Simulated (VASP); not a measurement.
Write the native input for VASP 6.6.1 that does the following.

* Task: single point
* Functional: PBEsol
* Potentials or basis: VASP PAW PBE potentials, release 64 (Tl_d)
* Cutoff: 520 eV
* k mesh: 9 × 9 × 5
* Occupations: fermi-dirac, width 0.05 eV
* Spin: non-collinear spin, zero start, spin-orbit coupling
* Starting moments: [[0.0, 0.0, 0.0], [0.0, 0.0, 0.0]] μB
* Dipole correction: no
* Further INCAR settings: ALGO = Normal; EDIFF = 1e-06; NBANDS = 38

The structure of Tl lies in POSCAR:

```
Tl
1.0
    3.4560000000      0.0000000000      0.0000000000
   -1.7280000000      2.9929837955      0.0000000000
    0.0000000000      0.0000000000      5.5250000000
Tl
2
Direct
    0.6666666667      0.3333333333      0.7500000000
    0.3333333333      0.6666666667      0.2500000000
```

One way to write it, as run:

INCAR

```
SYSTEM = Tl
ALGO = Normal ; EDIFF = 1E-6
ENCUT = 520 ; GGA = PS
GGA_COMPAT = .False. ; ISIF = 2
ISMEAR = -1 ; LASPH = .True.
LCHARG = .False. ; LORBIT = 11
LORBMOM = .True. ; LREAL = .False.
LSORBIT = .True. ; LWAVE = .False.
MAGMOM = 0 0 0 0 0 0 ; NBANDS = 38
NELM = 150 ; PREC = Accurate
SIGMA = 0.05
```

KPOINTS

```
k-points
0
Gamma
  9 9 5
  0 0 0
```

Potentials or basis: VASP PAW PBE potentials, release 64 (Tl_d).

Launch:

```console
$ cat potpaw_PBE.64/Tl_d/POTCAR > POTCAR
$ mpirun -np 1 vasp_ncl > vasp.out
```

Results of the run:

| Quantity | Value |
| --- | --- |
| Pressure | -0.3 GPa |
| Net moment | 0.00 μB per cell |
| Valence electrons inside the program's atomic spheres | Tl 11.21 |

Caveat: the PAW data sets were made with another functional, which shifts forces and pressure a little.

Run time: 71 s on 1 thread of Intel(R) Xeon(R) 6975P-C (Granite Rapids) (shared host), peak memory 0.36 GiB.
